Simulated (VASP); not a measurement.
Input of a VASP 6.6.1 run:

INCAR

```
PREC = Accurate
ENCUT = 520
EDIFF = 1E-7
ISMEAR = 0
SIGMA = 0.15
LREAL = F
LASPH = T
NELM = 80
ALGO = Fast
ISIF = 2
LWAVE = F
LCHARG = T
GGA = PS
LELF = T
LVHAR = T
NBANDS = 28
```

KPOINTS

```
regular mesh
0
Gamma
  18 18 6
```

File POSCAR:

```
Ti3Al
1.0
    2.8695034417      0.0000000000      0.0000000000
   -1.4347517208      2.4850628768      0.0000000000
    0.0000000000      0.0000000000      9.0563648205
Ti Al
3 1
Direct
    0.6666666667      0.3333333333      0.0000000000
    0.3333333333      0.6666666667      0.7511732072
    0.3333333333      0.6666666667      0.2488267928
    0.6666666667      0.3333333333      0.5000000000
```

Potentials or basis: VASP PAW PBE potentials, release 64 (Ti_sv, Al).

The run is started by

```sh
$ cat potpaw_PBE.64/Ti_sv/POTCAR potpaw_PBE.64/Al/POTCAR > POTCAR
$ mpirun -np 1 vasp_std > vasp.out
```

(1) What does it give for the pressure?

(2) Estimate the largest force.

(3) Predict the band gap on the k mesh.

Answers

(1) 3.1 GPa.

(2) 0.008 eV/Å.

(3) zero (an odd number of electrons rules out a gap without spin polarisation).

Caveat: the cell stands under pressure; the PAW data sets were made with another functional, which shifts forces and pressure a little.
